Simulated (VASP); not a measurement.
Crystal: Ca3As.

```
Ca As
1.0
     6.75137    0.00000    0.00000
    -3.37568    5.84686    0.00000
     0.00000    0.00000    5.41901
Ca As
6 2
Direct
  0.83300 0.66600 0.25000
  0.16700 0.83300 0.75000
  0.33400 0.16700 0.25000
  0.16700 0.33400 0.75000
  0.83300 0.16700 0.25000
  0.66600 0.83300 0.75000
  0.33333 0.66667 0.25000
  0.66667 0.33333 0.75000
```

* Program: VASP 6.6.1
* Task: relaxation of cell and atoms
* Functional: PBE
* Potentials or basis: VASP PAW PBE potentials, release 64 (Ca_sv, As)
* Cutoff: 600 eV
* k mesh: 3 × 3 × 4
* Occupations: gaussian, width 0.1 eV
* Spin: no spin polarisation

At the start: pressure 2.4 GPa; volume 26.74 Å³/atom.

Problem. How do energy, volume and symmetry change on relaxing?

Solution. Over 5 steps the energy falls by 25.4 meV/atom and the volume is 28.92 Å³/atom (+8.2 %); space group P6_3/mmc (No. 194, to 0.1 Å) before and after.

The path:
```tsv
step	energy change (eV)	largest force (eV/Å)	pressure (GPa)	volume (Å³)
1	0.0000	0.5066	2.45	213.91
2	-0.1834	0.1963	0.50	226.79
3	-0.2003	0.0692	-0.25	232.94
4	-0.2004	0.0784	-0.19	232.41
5	-0.2034	0.0352	-0.07	231.37
```

Final structure:
```
CELL_PARAMETERS angstrom
6.87350 0.00000 0.00000
-3.43675 5.95262 0.00000
0.00000 0.00000 5.65485
ATOMIC_POSITIONS crystal
Ca 0.82966 0.65932 0.25000
Ca 0.17034 0.82966 0.75000
Ca 0.34068 0.17034 0.25000
Ca 0.17034 0.34068 0.75000
Ca 0.82966 0.17034 0.25000
Ca 0.65932 0.82966 0.75000
As 0.33333 0.66667 0.25000
As 0.66667 0.33333 0.75000
```
